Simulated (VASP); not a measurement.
Runs of VASP 6.6.1 on Ru. The structure is that of space group Fm-3m (No. 225), or close to it. The cells are those of the table. 

```tsv
task	spin	cell	k mesh	cutoff (eV)	gap on the mesh (eV)	pressure (GPa)
single point	off	a = 2.614 Å, angles 60.0°, 1 atom	16 × 16 × 16	520	none	(b)
single point	off	a = 2.719 Å, angles 60.0°, 1 atom	16 × 16 × 16	520	none	-22.3
single point	off	a = 2.650 Å, angles 60.0°, 1 atom	16 × 16 × 16	520	none	(a)
relaxation of cell and atoms	off	relaxed from a = 2.676 Å, angles 60.0°, 1 atom	14 × 14 × 14	600	none	0.0
single point	off	a = 2.577 Å, angles 60.0°, 1 atom	16 × 16 × 16	520	none	37.8
single point	non-collinear, zero start, SOC	a = 2.650 Å, angles 60.0°, 1 atom	14 × 14 × 14	520	-	1.3
single point	off	a = 2.752 Å, angles 60.0°, 1 atom	16 × 16 × 16	520	none	-30.4
single point	off	a = 2.685 Å, angles 60.0°, 1 atom	16 × 16 × 16	520	none	-12.1
```

Alike in all rows: level LDA; potentials or basis VASP PAW LDA potentials, release 64 (Ru_pv); smearing fermi-dirac 0.1 eV.

Task: Estimate the missing entries.

Result: (a) 0.9; (b) 17.3.

A k mesh can miss the band edges, and rows without SOC leave out spin-orbit coupling on Ru.

A gap of «none» marks levels without a gap at the run's occupations.
